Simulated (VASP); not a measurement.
Runs of VASP 6.6.1 on Be3OsC2. The structure is that of space group Cmmm (No. 65), or close to it. The cells are those of the table. 

```csv
task,spin,cell,k mesh,cutoff (eV),gap on the mesh (eV),pressure (GPa),relaxed volume (Å³/atom),largest force (eV/Å)
single point,off,"a = 4.410, b = 4.410, c = 3.539 Å, angles 90.0, 90.0, 118.2°, 6 atoms",4 × 4 × 6,520,none,-28.5,-,(a)
single point,"collinear, ferromagnetic start","a = 4.362, b = 4.362, c = 2.966 Å, angles 90.0, 90.0, 120.4°, 6 atoms",4 × 4 × 6,520,none,0.2,-,0.01
relaxation of cell and atoms,off,"relaxed from a = 4.410, b = 4.410, c = 3.539 Å, angles 90.0, 90.0, 118.2°, 6 atoms",4 × 4 × 6,600,none,-0.2,8.12,0.03
relaxation of cell and atoms,off,"relaxed from a = 4.362, b = 4.362, c = 2.966 Å, angles 90.0, 90.0, 120.4°, 6 atoms",10 × 10 × 12,600,none,0.0,(b),0.01
single point,off,"a = 4.362, b = 4.362, c = 2.966 Å, angles 90.0, 90.0, 120.4°, 6 atoms",4 × 4 × 6,520,none,0.3,-,0.01
```

Alike in all rows: level PBE; potentials or basis VASP PAW PBE potentials, release 64 (Be, Os, C); smearing gaussian 0.1 eV.

Problem. Fill in the values left out.

Solution. (a) 1.35; (b) 8.21.

Caveats: some runs use coarse meshes; spin-orbit coupling is left out, which moves the levels of the heavy elements; forces of over 1 eV/Å act on the atoms, so gaps and moduli don't describe the material at rest (some runs); the volume moved by over 15 % at a fixed basis, so the end points are rough (some runs).

A k mesh can miss the band edges, and the runs leave out spin-orbit coupling on Os.

A gap of «none» marks levels without a gap at the run's occupations.
